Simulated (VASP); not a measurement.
# Al (Fm-3m) in VASP: further runs

Al is run at these levels: PBE; tasks: single point.

Everything below comes from runs of VASP 6.6.1. Logs are shortened: lines on timing, memory, paths and dates and some standing lists are left out, and cuts for length are marked.

### 1 The cell of the first run

The structure is cubic, space group Fm-3m (No. 225). The conventional cell has a = 4.040 Å, b = 4.040 Å, c = 4.040 Å, α = 90.00°, β = 90.00°, γ = 90.00°. Al (site symmetry m-3m) has 12 Al at 2.86 Å within 3.8 Å.

### 2 Single point, PBE

Contents of INCAR:

```
SYSTEM = Al
PREC = Accurate ; ENCUT = 520
EDIFF = 1E-6 ; ISMEAR = -1
SIGMA = 0.1 ; LREAL = .False.
LASPH = .True. ; NELM = 100
ALGO = Normal ; ISIF = 2
LWAVE = .False. ; LCHARG = .False.
GGA = PE ; NBANDS = 8
```

Contents of KPOINTS:

```
Automatic mesh
0
Gamma
  11 11 11
  0 0 0
```

Contents of POSCAR:

```
Al
1.0
    0.0000000000      2.0199630948      2.0199630948
    2.0199630948      0.0000000000      2.0199630948
    2.0199630948      2.0199630948      0.0000000000
Al
1
Direct
    0.0000000000      0.0000000000      0.0000000000
```

Potentials or basis: VASP PAW PBE potentials, release 64 (Al).

Command:

```console
cat potpaw_PBE.64/Al/POTCAR > POTCAR
mpirun -np 1 vasp_std > vasp.out
```

OUTCAR:

```text
SYSTEM = Al
   PREC = Accurate
   ENCUT = 520
   EDIFF = 1E-6
   ISMEAR = -1
   LREAL = .False.
   LASPH = .True.
   NELM = 100
   ISIF = 2
   GGA = PE

 ion  position               nearest neighbor table
   1  0.000  0.000  0.000-

  LATTYP: Found a face centered cubic cell.
 ALAT       =     4.0399261896

  Lattice vectors:

 A1 = (   0.0000000000,   2.0199630948,   2.0199630948)
 A2 = (   2.0199630948,   0.0000000000,   2.0199630948)
 A3 = (   2.0199630948,   2.0199630948,   0.0000000000)

Analysis of symmetry for initial positions (statically):
=====================================================================
 Subroutine PRICEL returns:
 Original cell was already a primitive cell.

 Routine SETGRP: Setting up the symmetry group for a
 face centered cubic supercell.

 Subroutine GETGRP returns: Found 48 space group operations
 (whereof 48 operations were pure point group operations)
 out of a pool of 48 trial point group operations.

The static configuration has the point symmetry O_h .

Analysis of symmetry for dynamics (positions and initial velocities):
=====================================================================
 Subroutine PRICEL returns:
 Original cell was already a primitive cell.

 Routine SETGRP: Setting up the symmetry group for a
 face centered cubic supercell.

 Subroutine GETGRP returns: Found 48 space group operations
 (whereof 48 operations were pure point group operations)
 out of a pool of 48 trial point group operations.

The dynamic configuration has the point symmetry O_h .

 Subroutine INISYM returns: Found 48 space group operations
 (whereof 48 operations are pure point group operations),
 and found     1 'primitive' translations

----------------------------------------------------------------------------------------

                                     Primitive cell

  volume of cell :      16.4839

  direct lattice vectors                    reciprocal lattice vectors
     0.000000000  2.019963095  2.019963095    -0.247529275  0.247529275  0.247529275
     2.019963095  0.000000000  2.019963095     0.247529275 -0.247529275  0.247529275
     2.019963095  2.019963095  0.000000000     0.247529275  0.247529275 -0.247529275

  length of vectors
     2.856659204  2.856659204  2.856659204     0.428733280  0.428733280  0.428733280

  position of ions in fractional coordinates (direct lattice)
     0.000000000  0.000000000  0.000000000

  ion indices of the primitive-cell ions
[... 70 lines left out ...]
   LSORBIT =      F    spin-orbit coupling
   LASPH  =      T    aspherical Exc in radial PAW
   ENCUT  =  520.0 eV  38.22 Ry    6.18 a.u.   5.31  5.31  5.31*2*pi/ulx,y,z
   NELM   =    100;   NELMIN=  2; NELMDL= -5     # of ELM steps
   EDIFF  = 0.1E-05   stopping-criterion for ELM
   LREAL  =      F    real-space projection
   EDIFFG = 0.1E-04   stopping-criterion for IOM
   NSW    =      0    number of steps for IOM
   IBRION =     -1    ionic relax: 0-MD 1-quasi-New 2-CG
   NFREE  =      0    steps in history (QN), initial steepest desc. (CG)
   ISIF   =      2    stress and relaxation
   ISYM   =      2    0-nonsym 1-usesym 2-fastsym
   POTIM  = 0.5000    time-step for ionic-motion
   TEBEG  =    0.0;   TEEND  =   0.0 temperature during run
   PSTRESS=    0.0 pullay stress
   NELECT =       3.0000    total number of electrons
   NUPDOWN=      -1.0000    fix difference up-down
   EMIN   =  10.00;   EMAX   =-10.00  energy-range for DOS
   EFERMI =   0.00;   METHOD = LEGACY
   ISMEAR =    -1;   SIGMA  =   0.10  broadening in eV -4-tet -1-fermi 0-gaus
   EFERMI_NEDOS =   21; number of points for ismear=-14 and -15
   IALGO  =     38    algorithm
   IMIX   =      4    mixing-type and parameters
     AMIX     =   0.40;   BMIX     =  1.00
     AMIX_MAG =   1.60;   BMIX_MAG =  1.00
  volume/ion in A,a.u.               =      16.48       111.24
  Fermi-wavevector in a.u.,A,eV,Ry     =   0.927745  1.753183 11.710674  0.860710
  Thomas-Fermi vector in A             =   2.053847
   LORBIT       =      0    0 simple, 1 ext, 2 COOP (PROOUT), +10 PAW based schemes
   GGA     = PE    functional components
   LHFCALC =     F    Hartree Fock is set to
   AEXX    =    0.0000 exact exchange contribution
   IVDW    =     0    specifies the selected vdW correction
   LEPSILON=     F    determine dielectric tensor
   LRPA    =     F    only Hartree local field effects (RPA)
 non-spin polarized calculation
  energy-cutoff  :      520.00
  volume of cell :       16.48
 maximum number of plane-waves:       459
 NGX is ok and might be reduce to    24
   NGX = 11   NGY = 11   NGZ = 11

 number of electron       3.0000000 magnetization

 Free energy of the ion-electron system (eV)
  ---------------------------------------------------
  ext. energy  EPLUGINS =         0.00000000
  ---------------------------------------------------
  free energy    TOTEN  =        -3.76082590 eV

  energy without entropy =       -3.74847097  energy(sigma->0) =       -3.75464844

 E-fermi :   8.0309     XC(G=0): -10.2001

 val. band max:        8.0119024943   @ k =  -0.4545   0.3636   0.0000
 cond. band min:       8.0432989493   @ k =   0.4545   0.1818   0.0909
 fundamental gap:      0.0313964550
 Fermi energy:         8.0308722013

 k-point     1 :       0.0000    0.0000    0.0000
  band No.  band energies     occupation
      1      -3.1309      2.00000
      2      20.6348      0.00000
      3      20.6348      0.00000
      4      20.6348      0.00000
      5      22.1343      0.00000
      6      22.1343      0.00000
      7      22.1343      0.00000
      8      24.4827      0.00000
[... 243 lines left out ...]
 k-point    24 :      -0.1818    0.1818    0.0000
  band No.  band energies     occupation
      1      -0.7521      2.00000
      2      11.8367      0.00000
      3      13.2947      0.00000
      4      19.8864      0.00000
      5      21.9124      0.00000
      6      22.9558      0.00000
      7      24.0919      0.00000
      8      25.0339      0.00000

 [... further k-points ...]
[... 5 lines left out ...]
  --------------------------------------------------------------------------------------
  -------------------------------------------------------------------------------------
  Total        0.0115314      0.0115314      0.0115314     -0.0000000      0.0000000      0.0000000
  in kB        1.1208094      1.1208094      1.1208094     -0.0000000      0.0000000      0.0000000
  external PRESSURE =       1.1208094 kB  Pullay stress =       0.0000000 kB

 VOLUME and BASIS-vectors are now :
 -----------------------------------------------------------------------------
  energy-cutoff  :      520.00
  volume of cell :       16.48
      direct lattice vectors                 reciprocal lattice vectors
     0.000000000  2.019963095  2.019963095    -0.247529275  0.247529275  0.247529275
     2.019963095  0.000000000  2.019963095     0.247529275 -0.247529275  0.247529275
     2.019963095  2.019963095  0.000000000     0.247529275  0.247529275 -0.247529275

 POSITION                                       TOTAL-FORCE (eV/Angst)
 -----------------------------------------------------------------------------------
      0.00000      0.00000      0.00000        -0.000000     -0.000000     -0.000000
 -----------------------------------------------------------------------------------
    total drift:                               -0.000000      0.000000      0.000000

  FREE ENERGIE OF THE ION-ELECTRON SYSTEM (eV)
  ---------------------------------------------------
  free  energy   TOTEN  =        -3.7608259026 eV

  energy  without entropy=       -3.7484709709  energy(sigma->0) =       -3.75464844
```

stdout:

```text
POSCAR found type information on POSCAR Al
 POSCAR found :  1 types and       1 ions
 scaLAPACK will be used
 LDA part: xc-table for (Slater+PW92), standard interpolation
 POSCAR, INCAR and KPOINTS ok, starting setup
 FFT: planning ... GRIDC
 FFT: planning ... GRID_SOFT
 FFT: planning ... GRID
 WAVECAR not read
 entering main loop
```

Run time: 3.7 s. Hardware: 1 thread of Intel Xeon Platinum 8488C (Sapphire Rapids), shared host; peak memory 0.13 GiB.

What came out:

- Free energy: -3.7608 eV
- Pressure: 0.1 GPa

Levels at points of the mesh, in eV from the Fermi level:
```
           k point  band 1  band 2  band 3  band 4  band 5  band 6
(0.00, 0.00, 0.00)  -11.16   12.60   12.60   12.60   14.10   14.10
```

### 3 Single point, PBE

Contents of INCAR:

```
ALGO = Normal ; EDIFF = 1E-6
ENCUT = 520 ; GGA = PE
ISIF = 2 ; ISMEAR = -1
LASPH = T ; LCHARG = F
LREAL = F ; LWAVE = F
NBANDS = 8 ; NELM = 60
PREC = Accurate ; SIGMA = 0.1
```

Contents of KPOINTS:

```
k-points
0
Gamma
  13 13 13
```

POSCAR is that of step 2.

Potentials or basis: VASP PAW PBE potentials, release 64 (Al).

Command:

```console
cat potpaw_PBE.64/Al/POTCAR > POTCAR
mpirun -np 1 vasp_std > vasp.out
```

It took 6.6 s on 1 thread of Intel Xeon Platinum 8488C (Sapphire Rapids), shared host; peak memory 0.13 GiB.

The run converged. Its results:

```
Free energy : -3.7495 eV
Pressure    : 0.0 GPa
```

Levels at points of the mesh, in eV from the Fermi level:
```
           k point  band 1  band 2  band 3  band 4
(0.00, 0.00, 0.00)  -11.08   12.69   12.69   12.69
```
